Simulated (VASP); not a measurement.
# BiN (P-6m2) in VASP: a series of runs

The runs below take BiN through single point, with PBE, PBEsol, LDA.

Everything below comes from runs of VASP 6.6.1. Logs are shortened: lines on timing, memory, paths and dates and some standing lists are left out, and cuts for length are marked.

**1. The cell of the first run**

The structure is hexagonal, space group P-6m2 (No. 187). The conventional cell has a = 3.489 Å, b = 3.489 Å, c = 3.233 Å, α = 90.00°, β = 90.00°, γ = 120.00°. Bi (site symmetry -6m2) has 6 N at 2.58 Å and 2 Bi at 3.23 Å within 3.4 Å. N (site symmetry -6m2) has 6 Bi at 2.58 Å and 2 N at 3.23 Å within 3.4 Å.

**2. Single point, PBE**

Input file INCAR:

```
SYSTEM = BiN
  PREC = Accurate
  ENCUT = 520
  EDIFF = 1E-6
  ISMEAR = 0
  SIGMA = 0.05
  LREAL = .False.
  LASPH = .True.
  NELM = 60
  ALGO = Normal
  ISIF = 2
  LWAVE = .False.
  LCHARG = .True.
  GGA = PE
  LELF = .True.
  LVHAR = .True.
  NBANDS = 17
```

Input file KPOINTS:

```
regular mesh
0
Gamma
  12 12 10
  0 0 0
```

Input file POSCAR:

```
BiN
1.0
    3.4893699739      0.0000000000      0.0000000000
   -1.7446849870      3.0218830406      0.0000000000
    0.0000000000      0.0000000000      3.2325252390
Bi N
1 1
Direct
    0.0000000000      0.0000000000      0.0000000000
    0.6666666667      0.3333333333      0.5000000000
```

Potentials or basis: VASP PAW PBE potentials, release 64 (Bi_d, N).

Launch:

```bash
$ cat potpaw_PBE.64/Bi_d/POTCAR potpaw_PBE.64/N/POTCAR > POTCAR
$ mpirun -np 1 vasp_std > vasp.out
```

OUTCAR:

```text
SYSTEM = BiN
   PREC = Accurate
   ENCUT = 520
   EDIFF = 1E-6
   ISMEAR = 0
   LREAL = .False.
   LASPH = .True.
   NELM = 60
   ISIF = 2
   GGA = PE

 ion  position               nearest neighbor table
   1  0.000  0.000  0.000-   2 2.58   2 2.58   2 2.58   2 2.58   2 2.58   2 2.58
   2  0.667  0.333  0.500-   1 2.58   1 2.58   1 2.58   1 2.58   1 2.58   1 2.58

  LATTYP: Found a hexagonal cell.
 ALAT       =     3.4893699739
 C/A-ratio  =     0.9263922322

  Lattice vectors:

 A1 = (   3.4893699739,   0.0000000000,   0.0000000000)
 A2 = (  -1.7446849870,   3.0218830406,   0.0000000000)
 A3 = (   0.0000000000,   0.0000000000,   3.2325252390)

Analysis of symmetry for initial positions (statically):
=====================================================================
 Subroutine PRICEL returns:
 Original cell was already a primitive cell.

 Routine SETGRP: Setting up the symmetry group for a
 hexagonal supercell.

 Subroutine GETGRP returns: Found 12 space group operations
 (whereof 12 operations were pure point group operations)
 out of a pool of 24 trial point group operations.

The static configuration has the point symmetry D_3h.

Analysis of symmetry for dynamics (positions and initial velocities):
=====================================================================
 Subroutine PRICEL returns:
 Original cell was already a primitive cell.

 Routine SETGRP: Setting up the symmetry group for a
 hexagonal supercell.

 Subroutine GETGRP returns: Found 12 space group operations
 (whereof 12 operations were pure point group operations)
 out of a pool of 24 trial point group operations.

The dynamic configuration has the point symmetry D_3h.

 Subroutine INISYM returns: Found 12 space group operations
 (whereof 12 operations are pure point group operations),
 and found     1 'primitive' translations

----------------------------------------------------------------------------------------

                                     Primitive cell

  volume of cell :      34.0853

  direct lattice vectors                    reciprocal lattice vectors
     3.489369974  0.000000000  0.000000000     0.286584686  0.165459746  0.000000000
    -1.744684987  3.021883041  0.000000000     0.000000000  0.330919492  0.000000000
     0.000000000  0.000000000  3.232525239     0.000000000  0.000000000  0.309355667

  length of vectors
[... 74 lines left out ...]
   ISTART =      0    job   : 0-new  1-cont  2-samecut
   ICHARG =      2    charge: 1-file 2-atom 10-const
   ISPIN  =      1    spin polarized calculation?
   LNONCOLLINEAR =      F non collinear calculations
   LSORBIT =      F    spin-orbit coupling
   LASPH  =      T    aspherical Exc in radial PAW
   ENCUT  =  520.0 eV  38.22 Ry    6.18 a.u.   6.49  6.49  6.01*2*pi/ulx,y,z
   NELM   =     60;   NELMIN=  2; NELMDL= -5     # of ELM steps
   EDIFF  = 0.1E-05   stopping-criterion for ELM
   LREAL  =      F    real-space projection
   EDIFFG = 0.1E-04   stopping-criterion for IOM
   NSW    =      0    number of steps for IOM
   IBRION =     -1    ionic relax: 0-MD 1-quasi-New 2-CG
   NFREE  =      0    steps in history (QN), initial steepest desc. (CG)
   ISIF   =      2    stress and relaxation
   ISYM   =      2    0-nonsym 1-usesym 2-fastsym
   POTIM  = 0.5000    time-step for ionic-motion
   TEBEG  =    0.0;   TEEND  =   0.0 temperature during run
   PSTRESS=    0.0 pullay stress
   NELECT =      20.0000    total number of electrons
   NUPDOWN=      -1.0000    fix difference up-down
   EMIN   =  10.00;   EMAX   =-10.00  energy-range for DOS
   EFERMI =   0.00;   METHOD = LEGACY
   ISMEAR =     0;   SIGMA  =   0.05  broadening in eV -4-tet -1-fermi 0-gaus
   EFERMI_NEDOS =   21; number of points for ismear=-14 and -15
   IALGO  =     38    algorithm
   IMIX   =      4    mixing-type and parameters
     AMIX     =   0.40;   BMIX     =  1.00
     AMIX_MAG =   1.60;   BMIX_MAG =  1.00
  volume/ion in A,a.u.               =      17.04       115.01
  Fermi-wavevector in a.u.,A,eV,Ry     =   1.370553  2.589970 25.557410  1.878417
  Thomas-Fermi vector in A             =   2.496329
   LORBIT       =      0    0 simple, 1 ext, 2 COOP (PROOUT), +10 PAW based schemes
   GGA     = PE    functional components
   LHFCALC =     F    Hartree Fock is set to
   AEXX    =    0.0000 exact exchange contribution
   IVDW    =     0    specifies the selected vdW correction
   LEPSILON=     F    determine dielectric tensor
   LRPA    =     F    only Hartree local field effects (RPA)
 non-spin polarized calculation
 Gauss-broadening in eV      SIGMA  =   0.05
  energy-cutoff  :      520.00
  volume of cell :       34.09
 maximum number of plane-waves:       948
 NGX is ok and might be reduce to    28
   NGX = 13   NGY = 13   NGZ = 13

 number of electron      20.0000004 magnetization

 Free energy of the ion-electron system (eV)
  ---------------------------------------------------
  ext. energy  EPLUGINS =         0.00000000
  ---------------------------------------------------
  free energy    TOTEN  =       -10.25421586 eV

  energy without entropy =      -10.25372074  energy(sigma->0) =      -10.25396830

 E-fermi :   8.5086     XC(G=0): -11.2037

 val. band max:        8.4820850388   @ k =   0.1667   0.1667   0.2000
 cond. band min:       8.6119206134   @ k =   0.2500   0.2500   0.4000
 fundamental gap:      0.1298355747
 Fermi energy:         8.5085977680

 k-point     1 :       0.0000    0.0000    0.0000
  band No.  band energies     occupation
      1     -14.7137      2.00000
      2     -14.5531      2.00000
      3     -14.5531      2.00000
      4     -14.3704      2.00000
      5     -14.3704      2.00000
      6      -7.6860      2.00000
[... 457 lines left out ...]
      4     -14.4354      2.00000
      5     -14.3918      2.00000
      6      -6.1382      2.00000
[... 9 lines left out ...]
     16      22.1751      0.00000
     17      22.7807      0.00000

 [... further k-points ...]
[... 5 lines left out ...]
  --------------------------------------------------------------------------------------
  -------------------------------------------------------------------------------------
  Total        0.1082182      0.1082182      0.7035678     -0.0000000      0.0000000     -0.0000000
  in kB        5.0867959      5.0867959     33.0712008     -0.0000000      0.0000000     -0.0000000
  external PRESSURE =      14.4149309 kB  Pullay stress =       0.0000000 kB

 VOLUME and BASIS-vectors are now :
 -----------------------------------------------------------------------------
  energy-cutoff  :      520.00
  volume of cell :       34.09
      direct lattice vectors                 reciprocal lattice vectors
     3.489369974  0.000000000  0.000000000     0.286584686  0.165459746  0.000000000
    -1.744684987  3.021883041  0.000000000     0.000000000  0.330919492  0.000000000
     0.000000000  0.000000000  3.232525239     0.000000000  0.000000000  0.309355667

 POSITION                                       TOTAL-FORCE (eV/Angst)
 -----------------------------------------------------------------------------------
      0.00000      0.00000      0.00000         0.000000      0.000000      0.000000
      1.74468      1.00729      1.61626        -0.000000      0.000000      0.000000
 -----------------------------------------------------------------------------------
    total drift:                               -0.000000      0.000000      0.000000

  FREE ENERGIE OF THE ION-ELECTRON SYSTEM (eV)
  ---------------------------------------------------
  free  energy   TOTEN  =       -10.2542158608 eV

  energy  without entropy=      -10.2537207406  energy(sigma->0) =      -10.25396830
```

OSZICAR:

```text
N       E                     dE             d eps       ncg     rms          rms(c)
DAV:   1     0.161881650146E+03    0.16188E+03   -0.10783E+04  3900   0.145E+03
DAV:   2    -0.941340909039E-01   -0.16198E+03   -0.15642E+03  4246   0.366E+02
DAV:   3    -0.121757281568E+02   -0.12082E+02   -0.11928E+02  4541   0.101E+02
DAV:   4    -0.124409083923E+02   -0.26518E+00   -0.26495E+00  4873   0.157E+01
DAV:   5    -0.124487270894E+02   -0.78187E-02   -0.78183E-02  5401   0.252E+00    0.841E+00
DAV:   6    -0.106749799930E+02    0.17737E+01   -0.19257E+01  5586   0.237E+01    0.506E+00
DAV:   7    -0.102642721725E+02    0.41071E+00   -0.24756E+00  4376   0.813E+00    0.165E+00
DAV:   8    -0.103029494270E+02   -0.38677E-01   -0.48734E-01  4069   0.471E+00    0.239E+00
DAV:   9    -0.102540778339E+02    0.48872E-01   -0.93879E-02  4046   0.202E+00    0.324E-01
DAV:  10    -0.102541275586E+02   -0.49725E-04   -0.16008E-03  4964   0.337E-01    0.229E-01
DAV:  11    -0.102542122212E+02   -0.84663E-04   -0.24419E-04  4323   0.120E-01    0.525E-02
DAV:  12    -0.102542174878E+02   -0.52666E-05   -0.25272E-05  5029   0.307E-02    0.103E-02
DAV:  13    -0.102542164296E+02    0.10582E-05   -0.21609E-06  3840   0.140E-02    0.248E-03
DAV:  14    -0.102542158608E+02    0.56875E-06   -0.21925E-07  2141   0.454E-03
   1 F= -.10254216E+02 E0= -.10253968E+02  d E =-.495120E-03
```

Wall time 23 s (1 thread of Intel Xeon 6975P-C (Granite Rapids), shared host); peak memory 0.19 GiB.

Results:

```
Free energy            : -10.2542 eV
Pressure               : 1.4 GPa
Band gap on the k mesh : zero (band 10 reaches 9.38 eV, above the bottom of band 11 at 6.85 eV)
```

Stress tensor (GPa, compression positive):
```
0.51 0.00 0.00
0.00 0.51 0.00
0.00 0.00 3.31
```

Caveat: spin-orbit coupling is left out, which moves the levels of the heavy elements.

**3. Single point, PBE**

This run uses another cell than the first one, of 17.21 Å³/atom, 1.010 times its volume.

Input file INCAR:

```
PREC = Accurate ; ENCUT = 520
EDIFF = 1E-7 ; ISMEAR = 0
SIGMA = 0.05 ; LREAL = False
LASPH = True ; NELM = 80
ALGO = Normal ; ISIF = 2
LWAVE = False ; LCHARG = False
GGA = PE ; NBANDS = 17
```

Input file KPOINTS:

```
Automatic mesh
0
Gamma
  12 12 10
```

POSCAR: that of step 2 with these lines changed.

```diff
@@ -4,3 +4,3 @@
    -1.7446849870      3.0218830406      0.0000000000
-    0.0000000000      0.0000000000      3.2325252390
+    0.0000000000      0.0000000000      3.2651770091
 Bi N
```

Potentials or basis: VASP PAW PBE potentials, release 64 (Bi_d, N).

Launch:

```bash
$ cat potpaw_PBE.64/Bi_d/POTCAR potpaw_PBE.64/N/POTCAR > POTCAR
$ mpirun -np 1 vasp_std > vasp.out
```

OUTCAR:

```text
PREC = Accurate
   ENCUT = 520
   EDIFF = 1E-7
   ISMEAR = 0
   LREAL = False
   LASPH = True
   NELM = 80
   ISIF = 2
   GGA = PE

 ion  position               nearest neighbor table
   1  0.000  0.000  0.000-   2 2.59   2 2.59   2 2.59   2 2.59   2 2.59   2 2.59
   2  0.667  0.333  0.500-   1 2.59   1 2.59   1 2.59   1 2.59   1 2.59   1 2.59

  LATTYP: Found a hexagonal cell.
 ALAT       =     3.4893699739
 C/A-ratio  =     0.9357497295

  Lattice vectors:

 A1 = (   3.4893699739,   0.0000000000,   0.0000000000)
 A2 = (  -1.7446849870,   3.0218830406,   0.0000000000)
 A3 = (   0.0000000000,   0.0000000000,   3.2651770091)

Analysis of symmetry for initial positions (statically):
=====================================================================
 Subroutine PRICEL returns:
 Original cell was already a primitive cell.

 Routine SETGRP: Setting up the symmetry group for a
 hexagonal supercell.

 Subroutine GETGRP returns: Found 12 space group operations
 (whereof 12 operations were pure point group operations)
 out of a pool of 24 trial point group operations.

The static configuration has the point symmetry D_3h.

Analysis of symmetry for dynamics (positions and initial velocities):
=====================================================================
 Subroutine PRICEL returns:
 Original cell was already a primitive cell.

 Routine SETGRP: Setting up the symmetry group for a
 hexagonal supercell.

 Subroutine GETGRP returns: Found 12 space group operations
 (whereof 12 operations were pure point group operations)
 out of a pool of 24 trial point group operations.

The dynamic configuration has the point symmetry D_3h.

 Subroutine INISYM returns: Found 12 space group operations
 (whereof 12 operations are pure point group operations),
 and found     1 'primitive' translations

----------------------------------------------------------------------------------------

[... 111 lines left out ...]
     AMIX     =   0.40;   BMIX     =  1.00
     AMIX_MAG =   1.60;   BMIX_MAG =  1.00
  volume/ion in A,a.u.               =      17.21       116.17
  Fermi-wavevector in a.u.,A,eV,Ry     =   1.365970  2.581308 25.386742  1.865873
  Thomas-Fermi vector in A             =   2.492151
   LORBIT       =      0    0 simple, 1 ext, 2 COOP (PROOUT), +10 PAW based schemes
   GGA     = PE    functional components
   LHFCALC =     F    Hartree Fock is set to
   AEXX    =    0.0000 exact exchange contribution
   IVDW    =     0    specifies the selected vdW correction
   LEPSILON=     F    determine dielectric tensor
   LRPA    =     F    only Hartree local field effects (RPA)
 non-spin polarized calculation
 Gauss-broadening in eV      SIGMA  =   0.05
  energy-cutoff  :      520.00
  volume of cell :       34.43
 maximum number of plane-waves:       960
 NGX is ok and might be reduce to    28
   NGX = 13   NGY = 13   NGZ = 13

 number of electron      20.0000000 magnetization

 Free energy of the ion-electron system (eV)
  ---------------------------------------------------
  ext. energy  EPLUGINS =         0.00000000
  ---------------------------------------------------
  free energy    TOTEN  =       -10.25798284 eV

  energy without entropy =      -10.25746938  energy(sigma->0) =      -10.25772611

 E-fermi :   8.3602     XC(G=0): -11.1553

 val. band max:        8.3291229640   @ k =   0.0833   0.0000   0.4000
 cond. band min:       8.4409394309   @ k =   0.2500   0.2500   0.4000
 fundamental gap:      0.1118164668
 Fermi energy:         8.3602014872

 k-point     1 :       0.0000    0.0000    0.0000
  band No.  band energies     occupation
      1     -14.8351      2.00000
      2     -14.6965      2.00000
      3     -14.6965      2.00000
      4     -14.5141      2.00000
      5     -14.5141      2.00000
      6      -7.7246      2.00000
[... 457 lines left out ...]
      4     -14.5780      2.00000
      5     -14.5347      2.00000
      6      -6.1901      2.00000
[... 9 lines left out ...]
     16      21.8893      0.00000
     17      22.6704      0.00000

 [... further k-points ...]

------------------------ aborting loop because EDIFF is reached ----------------------------------------

  FORCE on cell =-STRESS in cart. coord.  units (eV):
  Direction    XX          YY          ZZ          XY          YZ          ZX
  --------------------------------------------------------------------------------------
  -------------------------------------------------------------------------------------
  Total        0.0009698      0.0009698     -0.0015449     -0.0000000     -0.0000000     -0.0000000
  in kB        0.0451279      0.0451279     -0.0718931     -0.0000000     -0.0000000     -0.0000000
  external PRESSURE =       0.0061209 kB  Pullay stress =       0.0000000 kB

 VOLUME and BASIS-vectors are now :
 -----------------------------------------------------------------------------
  energy-cutoff  :      520.00
  volume of cell :       34.43
      direct lattice vectors                 reciprocal lattice vectors
     3.489369974  0.000000000  0.000000000     0.286584686  0.165459746  0.000000000
    -1.744684987  3.021883041  0.000000000     0.000000000  0.330919492  0.000000000
     0.000000000  0.000000000  3.265177009     0.000000000  0.000000000  0.306262110

 POSITION                                       TOTAL-FORCE (eV/Angst)
 -----------------------------------------------------------------------------------
      0.00000      0.00000      0.00000         0.000000      0.000000      0.000000
      1.74468      1.00729      1.63259        -0.000000      0.000000      0.000000
 -----------------------------------------------------------------------------------
    total drift:                               -0.000000      0.000000      0.000000

  FREE ENERGIE OF THE ION-ELECTRON SYSTEM (eV)
  ---------------------------------------------------
  free  energy   TOTEN  =       -10.2579828398 eV

  energy  without entropy=      -10.2574693772  energy(sigma->0) =      -10.25772611
```

stdout:

```text
POSCAR found type information on POSCAR BiN
 POSCAR found :  2 types and       2 ions
 scaLAPACK will be used
 LDA part: xc-table for (Slater+PW92), standard interpolation
 POSCAR, INCAR and KPOINTS ok, starting setup
 FFT: planning ... GRIDC
 FFT: planning ... GRID_SOFT
 FFT: planning ... GRID
 WAVECAR not read
 entering main loop
```

Wall time 24 s (1 thread of Intel Xeon 6975P-C (Granite Rapids), shared host); peak memory 0.19 GiB.

Results:

* Free energy: -10.2580 eV
* Pressure: 0.0 GPa
* Band gap on the k mesh: zero (band 10 reaches 9.20 eV, above the bottom of band 11 at 6.68 eV)

Levels at points of the mesh, in eV from the Fermi level:
```tsv
k point	band 7	band 8	band 9	band 10	band 11	band 12	band 13	band 14
(0.00, 0.00, 0.00)	-7.72	-2.45	-1.54	-1.54	4.59	4.59	7.34	7.46
(0.50, 0.00, 0.00)	-10.92	-3.07	-2.57	-1.06	1.76	5.47	5.82	7.08
(0.00, 0.00, 0.50)	-12.00	-0.87	-0.87	-0.04	0.68	5.44	5.44	10.94
(0.50, 0.00, 0.50)	-9.31	-5.34	-5.18	-1.18	2.61	2.65	3.12	8.62
```

Caveat: spin-orbit coupling is left out, which moves the levels of the heavy elements.

**4. Single point, PBE**

This run uses another cell than the first one, of 17.21 Å³/atom, 1.010 times its volume.

Input file INCAR:

```
SYSTEM = BiN
PREC     = Accurate       ! precision mode
ENCUT    = 520            ! plane-wave cutoff, eV
EDIFF    = 1E-6           ! SCF threshold, eV
ISMEAR   = -4             ! smearing method
SIGMA    = 0.1            ! smearing width, eV
LREAL    = .False.        ! projectors in reciprocal space
LASPH    = .True.         ! aspherical terms in the spheres
NELM     = 100            ! most SCF steps
ALGO     = Normal         ! electronic algorithm
ISIF     = 2              ! what is computed and relaxed
LWAVE    = .False.        ! write WAVECAR
LCHARG   = .False.        ! write CHGCAR
GGA      = PE             ! functional
NBANDS   = 17             ! bands
```

Input file KPOINTS:

```
Automatic mesh
0
Gamma
  12 12 10
  0 0 0
```

POSCAR is that of step 3.

Launch:

```bash
$ cat potpaw_PBE.64/Bi_d/POTCAR potpaw_PBE.64/N/POTCAR > POTCAR
$ mpirun -np 1 vasp_std > vasp.out
```

It took 22 s on 1 thread of Intel Xeon 6975P-C (Granite Rapids), shared host; peak memory 0.2 GiB.

Results (log left out):

```yaml
Free_energy: -10.2339 eV
Pressure: 0.3 GPa
Band_gap_on_the_k_mesh: zero (band 10 reaches 9.23 eV, above the bottom of band 11 at 6.67 eV)
```

Levels at points of the mesh, in eV from the Fermi level:
| k point | band 6 | band 7 | band 8 | band 9 | band 10 | band 11 | band 12 | band 13 | band 14 | band 15 |
| --- | --- | --- | --- | --- | --- | --- | --- | --- | --- | --- |
| (0.00, 0.00, 0.00) | -16.05 | -7.69 | -2.42 | -1.50 | -1.50 | 4.61 | 4.61 | 7.36 | 7.50 | 8.38 |
| (0.50, 0.00, 0.00) | -13.73 | -10.90 | -3.03 | -2.55 | -1.02 | 1.80 | 5.49 | 5.85 | 7.10 | 13.21 |
| (0.00, 0.00, 0.50) | -13.60 | -11.98 | -0.82 | -0.82 | -0.01 | 0.72 | 5.46 | 5.46 | 10.96 | 11.83 |
| (0.50, 0.00, 0.50) | -12.48 | -9.30 | -5.32 | -5.14 | -1.13 | 2.63 | 2.67 | 3.15 | 8.65 | 11.80 |

Caveat: spin-orbit coupling is left out, which moves the levels of the heavy elements.

[end of part 1 of 2]
